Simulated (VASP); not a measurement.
# Ta2N (P-31m) in VASP: notebook, part 2 of 2

VASP 6.6.1. The steps go on from the part before.

## (3) Single point, PBEsol

Contents of INCAR:

```
SYSTEM = Ta2N
PREC = Accurate
ENCUT = 700
EDIFF = 1E-6
ISMEAR = 0
SIGMA = 0.1
LREAL = .FALSE.
LASPH = .TRUE.
NELM = 120
ALGO = Normal
ISIF = 2
LWAVE = .FALSE.
LCHARG = .FALSE.
GGA = PS
NBANDS = 56
GGA_COMPAT = .FALSE.
```

Contents of KPOINTS:

```
Automatic mesh
0
G
  1 1 1
  0 0 0
```

Contents of POSCAR:

```
Ta2N
1.0
    5.2965720514      0.0000000000      0.0000000000
   -2.6482860257      4.5869659495      0.0000000000
    0.0000000000      0.0000000000      4.9391825701
Ta N
6 3
Direct
    0.6663616700      0.6663616700      0.7536182600
    0.0000000000      0.3336383300      0.7536182600
    0.3336383300      0.0000000000      0.7536182600
    0.3336383300      0.3336383300      0.2463817400
    0.0000000000      0.6663616700      0.2463817400
    0.6663616700      0.0000000000      0.2463817400
    0.6666666667      0.3333333333      0.5000000000
    0.3333333333      0.6666666667      0.5000000000
    0.0000000000      0.0000000000      0.0000000000
```

Potentials or basis: VASP PAW PBE potentials, release 64 (Ta_sv_GW, N).

Run with:

```
$ cat potpaw_PBE.64/Ta_sv_GW/POTCAR potpaw_PBE.64/N/POTCAR > POTCAR
$ mpirun -np 1 vasp_gam > vasp.out
```

OUTCAR:

```text
SYSTEM = Ta2N
   PREC = Accurate
   ENCUT = 700
   EDIFF = 1E-6
   ISMEAR = 0
   LREAL = .FALSE.
   LASPH = .TRUE.
   NELM = 120
   ISIF = 2
   GGA = PS

 ion  position               nearest neighbor table
   1  0.666  0.666  0.754-   9 2.15   8 2.16   7 2.16   4 3.00   5 3.01   6 3.01   2 3.06   2 3.06
                             3 3.06   3 3.06   3 3.06   2 3.06   4 3.06   5 3.07   6 3.07
   2  0.000  0.334  0.754-   9 2.15   7 2.16   8 2.16   5 3.00   4 3.01   6 3.01   1 3.06   1 3.06
                             3 3.06   3 3.06   3 3.06   1 3.06   5 3.06   4 3.07   6 3.07
   3  0.334  0.000  0.754-   9 2.15   8 2.16   7 2.16   6 3.00   4 3.01   5 3.01   2 3.06   1 3.06
                             1 3.06   2 3.06   2 3.06   1 3.06   6 3.06   5 3.07   4 3.07
   4  0.334  0.334  0.246-   9 2.15   7 2.16   8 2.16   1 3.00   2 3.01   3 3.01   5 3.06   5 3.06
                             6 3.06   6 3.06   6 3.06   5 3.06   1 3.06   2 3.07   3 3.07
   5  0.000  0.666  0.246-   9 2.15   8 2.16   7 2.16   2 3.00   1 3.01   3 3.01   4 3.06   4 3.06
                             6 3.06   6 3.06   6 3.06   4 3.06   2 3.06   1 3.07   3 3.07
   6  0.666  0.000  0.246-   9 2.15   7 2.16   8 2.16   3 3.00   1 3.01   2 3.01   4 3.06   5 3.06
                             4 3.06   5 3.06   5 3.06   4 3.06   3 3.06   2 3.07   1 3.07
   7  0.667  0.333  0.500-   2 2.16   6 2.16   5 2.16   3 2.16   4 2.16   1 2.16
[... 245 lines left out ...]

  FORCE on cell =-STRESS in cart. coord.  units (eV):
  Direction    XX          YY          ZZ          XY          YZ          ZX
  --------------------------------------------------------------------------------------
  -------------------------------------------------------------------------------------
  Total        5.9363872      5.9363872      3.2943000     -0.0000000      0.0000000     -0.0000000
  in kB       79.2605934     79.2605934     43.9843573     -0.0000000      0.0000000     -0.0000000
  external PRESSURE =      67.5018480 kB  Pullay stress =       0.0000000 kB

 VOLUME and BASIS-vectors are now :
 -----------------------------------------------------------------------------
  energy-cutoff  :      700.00
  volume of cell :      120.00
      direct lattice vectors                 reciprocal lattice vectors
     5.296572051  0.000000000  0.000000000     0.188801359  0.109004515  0.000000000
    -2.648286026  4.586965949  0.000000000     0.000000000  0.218009031  0.000000000
     0.000000000  0.000000000  4.939182570     0.000000000  0.000000000  0.202462652

 POSITION                                       TOTAL-FORCE (eV/Angst)
 -----------------------------------------------------------------------------------
      1.76472      3.05658      3.72226        -0.269802     -0.467312      0.528793
     -0.88357      1.53039      3.72226        -0.269802      0.467312      0.528793
      1.76714      0.00000      3.72226         0.539605     -0.000000      0.528793
      0.88357      1.53039      1.21692         0.269802      0.467312     -0.528793
     -1.76472      3.05658      1.21692         0.269802     -0.467312     -0.528793
      3.52943      0.00000      1.21692        -0.539605      0.000000     -0.528793
      2.64829      1.52899      2.46959         0.000000      0.000000     -0.000000
     -0.00000      3.05798      2.46959         0.000000     -0.000000     -0.000000
      0.00000      0.00000      0.00000         0.000000      0.000000     -0.000000
 -----------------------------------------------------------------------------------
    total drift:                                0.000000      0.000000     -0.000000

  FREE ENERGIE OF THE ION-ELECTRON SYSTEM (eV)
  ---------------------------------------------------
  free  energy   TOTEN  =      -119.6045521154 eV

  energy  without entropy=     -119.5381192582  energy(sigma->0) =     -119.57133569
```

OSZICAR:

```text
N       E                     dE             d eps       ncg     rms          rms(c)
DAV:   1     0.172436845708E+04    0.17244E+04   -0.75663E+04   112   0.225E+03
DAV:   2     0.698968170290E+02   -0.16545E+04   -0.15871E+04   192   0.564E+02
DAV:   3    -0.123932559290E+03   -0.19383E+03   -0.18582E+03   136   0.219E+02
DAV:   4    -0.134874953842E+03   -0.10942E+02   -0.10615E+02   152   0.473E+01
DAV:   5    -0.135113922215E+03   -0.23897E+00   -0.23631E+00   136   0.727E+00    0.151E+02
DAV:   6    -0.120781739302E+03    0.14332E+02   -0.83476E+01   144   0.312E+01    0.147E+02
DAV:   7    -0.119846491488E+03    0.93525E+00   -0.59888E+00   128   0.102E+01    0.496E+01
DAV:   8    -0.119603291581E+03    0.24320E+00   -0.94454E-01   136   0.430E+00    0.192E+00
DAV:   9    -0.119605168066E+03   -0.18765E-02   -0.61008E-02   144   0.132E+00    0.884E+00
DAV:  10    -0.119605542159E+03   -0.37409E-03   -0.42953E-03   136   0.383E-01    0.669E+00
DAV:  11    -0.119605145954E+03    0.39621E-03   -0.44440E-03   136   0.452E-01    0.489E+00
DAV:  12    -0.119604540273E+03    0.60568E-03   -0.19345E-03   136   0.219E-01    0.283E+00
DAV:  13    -0.119604550323E+03   -0.10049E-04   -0.23710E-04   120   0.553E-02    0.175E+00
DAV:  14    -0.119604553068E+03   -0.27459E-05   -0.72030E-06   128   0.140E-02    0.144E+00
DAV:  15    -0.119604555082E+03   -0.20138E-05   -0.42096E-06   104   0.114E-02    0.132E-01
DAV:  16    -0.119604552283E+03    0.27988E-05   -0.92520E-06   128   0.124E-02    0.119E-01
DAV:  17    -0.119604552115E+03    0.16803E-06   -0.14292E-06    88   0.460E-03
   1 F= -.11960455E+03 E0= -.11957134E+03  d E =-.664329E-01
```

stdout:

```text
POSCAR found type information on POSCAR TaN
 POSCAR found :  2 types and       9 ions
 scaLAPACK will be used
 -----------------------------------------------------------------------------
|                                                                             |
|                                                                             |
|     You enforced a specific xc type in the INCAR file but a different       |
|     I HOPE YOU KNOW WHAT YOU ARE DOING!                                     |
|                                                                             |
 -----------------------------------------------------------------------------

 LDA part: xc-table for (Slater+PW92), standard interpolation
 POSCAR, INCAR and KPOINTS ok, starting setup
 FFT: planning ... GRIDC
 FFT: planning ... GRID_SOFT
 FFT: planning ... GRID
 WAVECAR not read
 entering main loop
```

Wall time 35 s (1 thread of Intel Xeon Platinum 8559C (Emerald Rapids), shared host); peak memory 0.31 GiB.

What came out:

* Free energy: -119.6046 eV
* Pressure: 6.8 GPa
* Largest force: 0.756 eV/Å
* Band gap on the k mesh: zero (an odd number of electrons rules out a gap without spin polarisation)

Forces in eV/Å, atoms in the order of the input:
```
Ta  -0.270 -0.467  0.529
Ta  -0.270  0.467  0.529
Ta   0.540  0.000  0.529
Ta   0.270  0.467 -0.529
Ta   0.270 -0.467 -0.529
Ta  -0.540  0.000 -0.529
N    0.000  0.000  0.000
N    0.000  0.000  0.000
N    0.000  0.000  0.000
```

Caveat: the k points lie up to 1.37 Å⁻¹ apart, too coarse for converged energies and pressures of a metal; the PAW data sets were made with another functional, which shifts forces and pressure a little; spin-orbit coupling is left out, which moves the levels of the heavy elements.
